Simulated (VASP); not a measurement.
# RbSi3Ge3 (Pm-3n) in VASP: a series of runs

Runs on RbSi3Ge3. Level: PBE. Tasks: single point.

All numbers are computed with VASP 6.6.1; they aren't measurements. Logs are shortened: lines on timing, memory, paths and dates and some standing lists are left out, and cuts for length are marked.

**1. The cell of the first run**

The structure is cubic, space group Pm-3n (No. 223). Conventional cell: a = 6.512 Å, b = 6.512 Å, c = 6.512 Å, α = 90.00°, β = 90.00°, γ = 90.00°. Within 4.8 Å of Rb (site symmetry m-3) lie 12 Si at 3.64 Å and 12 Ge at 3.64 Å. Si (site symmetry -4m2) has 4 Ge at 2.30 Å within 3.0 Å. Ge (site symmetry -4m2) has 4 Si at 2.30 Å within 3.0 Å.

The cell was built from a structure type or drawn by symmetry, and may not be a known phase.

**2. Single point, PBE**

File INCAR:

```
PREC = Accurate
ENCUT = 520
EDIFF = 1E-7
ISMEAR = 0
SIGMA = 0.1
LREAL = F
LASPH = T
NELM = 100
ALGO = Normal
ISIF = 2
LWAVE = F
LCHARG = F
GGA = PE
NBANDS = 76
```

File KPOINTS:

```
Automatic mesh
0
Gamma
  4 4 4
```

File POSCAR:

```
RbSi3Ge3
1.0
    6.5118877700      0.0000000000      0.0000000000
    0.0000000000      6.5118877700      0.0000000000
    0.0000000000      0.0000000000      6.5118877700
Rb Si Ge
2 6 6
Direct
    0.5000000000      0.5000000000      0.5000000000
    0.0000000000      0.0000000000      0.0000000000
    0.5000000000      0.0000000000      0.7500000000
    0.7500000000      0.5000000000      0.0000000000
    0.0000000000      0.7500000000      0.5000000000
    0.5000000000      0.0000000000      0.2500000000
    0.2500000000      0.5000000000      0.0000000000
    0.0000000000      0.2500000000      0.5000000000
    0.0000000000      0.5000000000      0.7500000000
    0.7500000000      0.0000000000      0.5000000000
    0.5000000000      0.7500000000      0.0000000000
    0.0000000000      0.5000000000      0.2500000000
    0.2500000000      0.0000000000      0.5000000000
    0.5000000000      0.2500000000      0.0000000000
```

Potentials or basis: VASP PAW PBE potentials, release 64 (Rb_sv, Si, Ge_d).

Run with:

```console
> cat potpaw_PBE.64/Rb_sv/POTCAR potpaw_PBE.64/Si/POTCAR potpaw_PBE.64/Ge_d/POTCAR > POTCAR
> mpirun -np 1 vasp_std > vasp.out
```

OUTCAR:

```text
PREC = Accurate
   ENCUT = 520
   EDIFF = 1E-7
   ISMEAR = 0
   LREAL = F
   LASPH = T
   NELM = 100
   ISIF = 2
   GGA = PE

 ion  position               nearest neighbor table
   1  0.500  0.500  0.500-   3 3.64   4 3.64   5 3.64   6 3.64   7 3.64   8 3.64   9 3.64  10 3.64
                            11 3.64  12 3.64  13 3.64  14 3.64   4 3.64   7 3.64  11 3.64  14 3.64
   2  0.000  0.000  0.000-   3 3.64   4 3.64   5 3.64   6 3.64   7 3.64   8 3.64   9 3.64  10 3.64
                            11 3.64  12 3.64  13 3.64  14 3.64   5 3.64   8 3.64  10 3.64  13 3.64
   3  0.500  0.000  0.750-  10 2.30  11 2.30  13 2.30  14 2.30   1 3.64   2 3.64   1 3.64   2 3.64

   4  0.750  0.500  0.000-   9 2.30  11 2.30  12 2.30  14 2.30   1 3.64   2 3.64   1 3.64   2 3.64

   5  0.000  0.750  0.500-   9 2.30  10 2.30  12 2.30  13 2.30   1 3.64   2 3.64   2 3.64   1 3.64

   6  0.500  0.000  0.250-  10 2.30  11 2.30  13 2.30  14 2.30   1 3.64   2 3.64   1 3.64   2 3.64

   7  0.250  0.500  0.000-   9 2.30  11 2.30  12 2.30  14 2.30   1 3.64   2 3.64   1 3.64   2 3.64

   8  0.000  0.250  0.500-   9 2.30  10 2.30  12 2.30  13 2.30   1 3.64   2 3.64   2 3.64   1 3.64

   9  0.000  0.500  0.750-   4 2.30   5 2.30   7 2.30   8 2.30   1 3.64   2 3.64   2 3.64   1 3.64

  10  0.750  0.000  0.500-   3 2.30   5 2.30   6 2.30   8 2.30   1 3.64   2 3.64   2 3.64   1 3.64

  11  0.500  0.750  0.000-   3 2.30   4 2.30   6 2.30   7 2.30   1 3.64   2 3.64   1 3.64   2 3.64

  12  0.000  0.500  0.250-   4 2.30   5 2.30   7 2.30   8 2.30   1 3.64   2 3.64   2 3.64   1 3.64

  13  0.250  0.000  0.500-   3 2.30   5 2.30   6 2.30   8 2.30   1 3.64   2 3.64   2 3.64   1 3.64

  14  0.500  0.250  0.000-   3 2.30   4 2.30   6 2.30   7 2.30   1 3.64   2 3.64   1 3.64   2 3.64

  LATTYP: Found a simple cubic cell.
 ALAT       =     6.5118877700

  Lattice vectors:

 A1 = (   6.5118877700,   0.0000000000,   0.0000000000)
 A2 = (   0.0000000000,   6.5118877700,   0.0000000000)
 A3 = (   0.0000000000,   0.0000000000,   6.5118877700)

Analysis of symmetry for initial positions (statically):
=====================================================================
 Subroutine PRICEL returns:
 Original cell was already a primitive cell.

 Routine SETGRP: Setting up the symmetry group for a
 simple cubic supercell.

 Subroutine GETGRP returns: Found 48 space group operations
 (whereof 24 operations were pure point group operations)
 out of a pool of 48 trial point group operations.

The static configuration has the point symmetry T_h .
 The point group associated with its full space group is O_h .

Analysis of symmetry for dynamics (positions and initial velocities):
=====================================================================
 Subroutine PRICEL returns:
 Original cell was already a primitive cell.

 Routine SETGRP: Setting up the symmetry group for a
 simple cubic supercell.

 Subroutine GETGRP returns: Found 48 space group operations
 (whereof 24 operations were pure point group operations)
 out of a pool of 48 trial point group operations.

The dynamic configuration has the point symmetry T_h .
 The point group associated with its full space group is O_h .

 Subroutine INISYM returns: Found 48 space group operations
 (whereof 24 operations are pure point group operations),
 and found     1 'primitive' translations

----------------------------------------------------------------------------------------

                                     Primitive cell

  volume of cell :     276.1345

  direct lattice vectors                    reciprocal lattice vectors
     6.511887770  0.000000000  0.000000000     0.153565300  0.000000000  0.000000000
     0.000000000  6.511887770  0.000000000     0.000000000  0.153565300  0.000000000
     0.000000000  0.000000000  6.511887770     0.000000000  0.000000000  0.153565300

  length of vectors
     6.511887770  6.511887770  6.511887770     0.153565300  0.153565300  0.153565300

  position of ions in fractional coordinates (direct lattice)
     0.500000000  0.500000000  0.500000000
     0.000000000  0.000000000  0.000000000
     0.500000000  0.000000000  0.750000000
     0.750000000  0.500000000  0.000000000
     0.000000000  0.750000000  0.500000000
     0.500000000  0.000000000  0.250000000
     0.250000000  0.500000000  0.000000000
     0.000000000  0.250000000  0.500000000
     0.000000000  0.500000000  0.750000000
     0.750000000  0.000000000  0.500000000
     0.500000000  0.750000000  0.000000000
     0.000000000  0.500000000  0.250000000
     0.250000000  0.000000000  0.500000000
     0.500000000  0.250000000  0.000000000

  ion indices of the primitive-cell ions
   primitive index   ion index
                 1           1
                 2           2
                 3           3
                 4           4
                 5           5
                 6           6
                 7           7
                 8           8
                 9           9
                10          10
                11          11
                12          12
                13          13
                14          14

----------------------------------------------------------------------------------------

 KPOINTS: Automatic mesh

Automatic generation of k-mesh.
 Grid dimensions read from file:
 generate k-points for:    4    4    4

 Generating k-lattice:

  Cartesian coordinates                     Fractional coordinates (reciprocal lattice)
     0.038391325  0.000000000  0.000000000     0.250000000  0.000000000  0.000000000
     0.000000000  0.038391325  0.000000000     0.000000000  0.250000000  0.000000000
     0.000000000  0.000000000  0.038391325     0.000000000  0.000000000  0.250000000

  Length of vectors
     0.038391325  0.038391325  0.038391325

  Shift w.r.t. Gamma in fractional coordinates (k-lattice)
     0.000000000  0.000000000  0.000000000

 Subroutine IBZKPT returns following result:
 ===========================================

 Found     10 irreducible k-points:

 Following reciprocal coordinates:
            Coordinates               Weight
  0.000000  0.000000  0.000000      1.000000
  0.250000  0.000000  0.000000      6.000000
  0.500000  0.000000  0.000000      3.000000
  0.250000  0.250000  0.000000     12.000000
  0.500000  0.250000  0.000000     12.000000
  0.500000  0.500000  0.000000      3.000000
  0.250000  0.250000  0.250000      8.000000
  0.500000  0.250000  0.250000     12.000000
  0.500000  0.500000  0.250000      6.000000
  0.500000  0.500000  0.500000      1.000000
   k-points           NKPTS =     10   k-points in BZ     NKDIM =     10   number of bands    NBANDS=     76
   number of dos      NEDOS =    301   number of ions     NIONS =     14
   total plane-waves  NPLWV = 110592
   dimension x,y,z NGX =    48 NGY =   48 NGZ =   48
   dimension x,y,z NGXF=    96 NGYF=   96 NGZF=   96
   ions per type =               2   6   6
   NGX,Y,Z   is equivalent  to a cutoff of  12.25, 12.25, 12.25 a.u.
   NGXF,Y,Z  is equivalent  to a cutoff of  24.51, 24.51, 24.51 a.u.
 SYSTEM =  unknown system
   PREC   = accura    normal or accurate (medium, high low for compatibility)
   ISTART =      0    job   : 0-new  1-cont  2-samecut
   ICHARG =      2    charge: 1-file 2-atom 10-const
   ISPIN  =      1    spin polarized calculation?
   LNONCOLLINEAR =      F non collinear calculations
   LSORBIT =      F    spin-orbit coupling
   LASPH  =      T    aspherical Exc in radial PAW
   ENCUT  =  520.0 eV  38.22 Ry    6.18 a.u.  12.11 12.11 12.11*2*pi/ulx,y,z
   NELM   =    100;   NELMIN=  2; NELMDL= -5     # of ELM steps
   EDIFF  = 0.1E-06   stopping-criterion for ELM
   LREAL  =      F    real-space projection
   EDIFFG = 0.1E-05   stopping-criterion for IOM
   NSW    =      0    number of steps for IOM
   IBRION =     -1    ionic relax: 0-MD 1-quasi-New 2-CG
   NFREE  =      0    steps in history (QN), initial steepest desc. (CG)
   ISIF   =      2    stress and relaxation
   ISYM   =      2    0-nonsym 1-usesym 2-fastsym
   POTIM  = 0.5000    time-step for ionic-motion
   TEBEG  =    0.0;   TEEND  =   0.0 temperature during run
   PSTRESS=    0.0 pullay stress
   NELECT =     126.0000    total number of electrons
   NUPDOWN=      -1.0000    fix difference up-down
   EMIN   =  10.00;   EMAX   =-10.00  energy-range for DOS
   EFERMI =   0.00;   METHOD = LEGACY
   ISMEAR =     0;   SIGMA  =   0.10  broadening in eV -4-tet -1-fermi 0-gaus
   EFERMI_NEDOS =   21; number of points for ismear=-14 and -15
   IALGO  =     38    algorithm
   IMIX   =      4    mixing-type and parameters
     AMIX     =   0.40;   BMIX     =  1.00
     AMIX_MAG =   1.60;   BMIX_MAG =  1.00
  volume/ion in A,a.u.               =      19.72       133.10
  Fermi-wavevector in a.u.,A,eV,Ry     =   1.260351  2.381718 21.612639  1.588484
  Thomas-Fermi vector in A             =   2.393865
   LORBIT       =      0    0 simple, 1 ext, 2 COOP (PROOUT), +10 PAW based schemes
   GGA     = PE    functional components
   LHFCALC =     F    Hartree Fock is set to
   AEXX    =    0.0000 exact exchange contribution
   IVDW    =     0    specifies the selected vdW correction
   LEPSILON=     F    determine dielectric tensor
   LRPA    =     F    only Hartree local field effects (RPA)
 non-spin polarized calculation
 Gauss-broadening in eV      SIGMA  =   0.10
  energy-cutoff  :      520.00
  volume of cell :      276.13
 maximum number of plane-waves:      7472
   NGX = 25   NGY = 25   NGZ = 25

 number of electron     125.9999833 magnetization

 Free energy of the ion-electron system (eV)
  ---------------------------------------------------
  ext. energy  EPLUGINS =         0.00000000
  ---------------------------------------------------
  free energy    TOTEN  =       -58.11898077 eV

  energy without entropy =      -58.09565065  energy(sigma->0) =      -58.10731571

 E-fermi :   6.8750     XC(G=0): -10.1486

 val. band max:        6.4758182000   @ k =   0.5000   0.5000   0.0000
 cond. band min:       6.9211247003   @ k =   0.2500   0.0000   0.0000
 fundamental gap:      0.4453065003
 Fermi energy:         6.8750040257

 k-point     1 :       0.0000    0.0000    0.0000
  band No.  band energies     occupation
      1     -21.3011      2.00000
      2     -21.2987      2.00000
      3     -18.2302      2.00000
      4     -18.2302      2.00000
      5     -18.2302      2.00000
      6     -18.2166      2.00000
[... 67 lines left out ...]
     74       9.4344      0.00000
     75      10.8274      0.00000

 k-point     2 :       0.2500    0.0000    0.0000
  band No.  band energies     occupation
      1     -21.3007      2.00000
      2     -21.2990      2.00000
      3     -18.2286      2.00000
      4     -18.2286      2.00000
      5     -18.2283      2.00000
      6     -18.2189      2.00000
[... 67 lines left out ...]
     74      10.0447      0.00000
     75      10.0447      0.00000

 k-point     3 :       0.5000    0.0000    0.0000
  band No.  band energies     occupation
      1     -21.2997      2.00000
      2     -21.2997      2.00000
      3     -18.2271      2.00000
      4     -18.2271      2.00000
      5     -18.2238      2.00000
      6     -18.2238      2.00000
[... 535 lines left out ...]
     74       9.3820      0.00000
     75       9.5925      0.00000

 k-point    10 :       0.5000    0.5000    0.5000
  band No.  band energies     occupation
      1     -21.2994      2.00000
      2     -21.2994      2.00000
      3     -18.2151      2.00000
      4     -18.2151      2.00000
      5     -18.2151      2.00000
      6     -18.2151      2.00000
[... 67 lines left out ...]
     74      10.2617      0.00000
     75      10.2617      0.00000
 [bands above 75 left out]

------------------------ aborting loop because EDIFF is reached ----------------------------------------

  FORCE on cell =-STRESS in cart. coord.  units (eV):
  Direction    XX          YY          ZZ          XY          YZ          ZX
  --------------------------------------------------------------------------------------
  -------------------------------------------------------------------------------------
  Total       31.1730025     31.1730025     31.1730025      0.0000000      0.0000000      0.0000000
  in kB      180.8708151    180.8708151    180.8708151      0.0000000      0.0000000      0.0000000
  external PRESSURE =     180.8708151 kB  Pullay stress =       0.0000000 kB

 VOLUME and BASIS-vectors are now :
 -----------------------------------------------------------------------------
  energy-cutoff  :      520.00
  volume of cell :      276.13
      direct lattice vectors                 reciprocal lattice vectors
     6.511887770  0.000000000  0.000000000     0.153565300  0.000000000  0.000000000
     0.000000000  6.511887770  0.000000000     0.000000000  0.153565300  0.000000000
     0.000000000  0.000000000  6.511887770     0.000000000  0.000000000  0.153565300

 POSITION                                       TOTAL-FORCE (eV/Angst)
 -----------------------------------------------------------------------------------
      3.25594      3.25594      3.25594         0.000000      0.000000     -0.000000
      0.00000      0.00000      0.00000         0.000000      0.000000     -0.000000
      3.25594      0.00000      4.88392         0.000000      0.000000     -0.000000
      4.88392      3.25594      0.00000         0.000000      0.000000     -0.000000
      0.00000      4.88392      3.25594        -0.000000      0.000000     -0.000000
      3.25594      0.00000      1.62797         0.000000      0.000000     -0.000000
      1.62797      3.25594      0.00000        -0.000000      0.000000     -0.000000
      0.00000      1.62797      3.25594        -0.000000     -0.000000     -0.000000
      0.00000      3.25594      4.88392        -0.000000     -0.000000     -0.000000
      4.88392      0.00000      3.25594        -0.000000     -0.000000      0.000000
      3.25594      4.88392      0.00000         0.000000      0.000000     -0.000000
      0.00000      3.25594      1.62797         0.000000      0.000000     -0.000000
      1.62797      0.00000      3.25594         0.000000     -0.000000      0.000000
      3.25594      1.62797      0.00000         0.000000      0.000000      0.000000
 -----------------------------------------------------------------------------------
    total drift:                                0.000000     -0.000000      0.000000

  FREE ENERGIE OF THE ION-ELECTRON SYSTEM (eV)
  ---------------------------------------------------
  free  energy   TOTEN  =       -58.1189807702 eV

  energy  without entropy=      -58.0956506541  energy(sigma->0) =      -58.10731571
```

Run time: 5.8 min. Hardware: 1 thread of Oxide Virtual Turin-like, shared host; peak memory 0.38 GiB.

What came out:

```
Free energy            : -58.1190 eV
Pressure               : 18.1 GPa
Band gap on the k mesh : zero (bands 63 and 64 overlap by 2.50 eV)
```

Caveat: the cell stands under pressure.

**3. Single point, PBE**

This run uses another cell than the first one, of 24.32 Å³/atom.

File INCAR:

```
SYSTEM = RbSi3Ge3
PREC     = Accurate       ! precision mode
ENCUT    = 520            ! plane-wave cutoff, eV
EDIFF    = 1E-7           ! SCF threshold, eV
ISMEAR   = 0              ! smearing method
SIGMA    = 0.1            ! smearing width, eV
LREAL    = .False.        ! projectors in reciprocal space
LASPH    = .True.         ! aspherical terms in the spheres
NELM     = 60             ! most SCF steps
ALGO     = Normal         ! electronic algorithm
ISIF     = 2              ! what is computed and relaxed
LWAVE    = .False.        ! write WAVECAR
LCHARG   = .False.        ! write CHGCAR
GGA      = PE             ! functional
NBANDS   = 76             ! bands
```

File KPOINTS:

```
regular mesh
0
Gamma
  6 6 6
  0 0 0
```

Edit POSCAR of step 2 so:

```diff
@@ -2,5 +2,5 @@
 1.0
-    6.5118877700      0.0000000000      0.0000000000
-    0.0000000000      6.5118877700      0.0000000000
-    0.0000000000      0.0000000000      6.5118877700
+    6.9831357860      0.0000000000      0.0000000000
+    0.0000000000      6.9831357860      0.0000000000
+    0.0000000000      0.0000000000      6.9831357860
 Rb Si Ge
```

Potentials or basis: VASP PAW PBE potentials, release 64 (Rb_sv, Si, Ge_d).

Run with:

```console
> cat potpaw_PBE.64/Rb_sv/POTCAR potpaw_PBE.64/Si/POTCAR potpaw_PBE.64/Ge_d/POTCAR > POTCAR
> mpirun -np 1 vasp_std > vasp.out
```

It took 15 min on 1 thread of Oxide Virtual Turin-like, shared host; peak memory 0.62 GiB.

It converged, with:

- Free energy: -61.1375 eV
- Pressure: 0.0 GPa
- Band gap on the k mesh: zero (bands 63 and 64 overlap by 2.29 eV)

Levels at points of the mesh, in eV from the Fermi level:
| k point | band 59 | band 60 | band 61 | band 62 | band 63 | band 64 | band 65 | band 66 | band 67 | band 68 |
| --- | --- | --- | --- | --- | --- | --- | --- | --- | --- | --- |
| (0.00, 0.00, 0.00) | -2.43 | -0.52 | -0.52 | -0.52 | -0.32 | -0.32 | -0.32 | 0.32 | 1.25 | 1.25 |
| (0.50, 0.00, 0.00) | -1.28 | -1.28 | -1.25 | -1.25 | -0.74 | -0.74 | 1.58 | 1.58 | 1.64 | 1.64 |
| (0.50, 0.50, 0.00) | -1.85 | -1.85 | -1.25 | -1.24 | 0.02 | 0.02 | 1.30 | 1.37 | 1.55 | 1.55 |
| (0.50, 0.50, 0.50) | -2.48 | -2.48 | -2.48 | -2.48 | 1.56 | 1.56 | 1.56 | 1.56 | 1.56 | 1.56 |
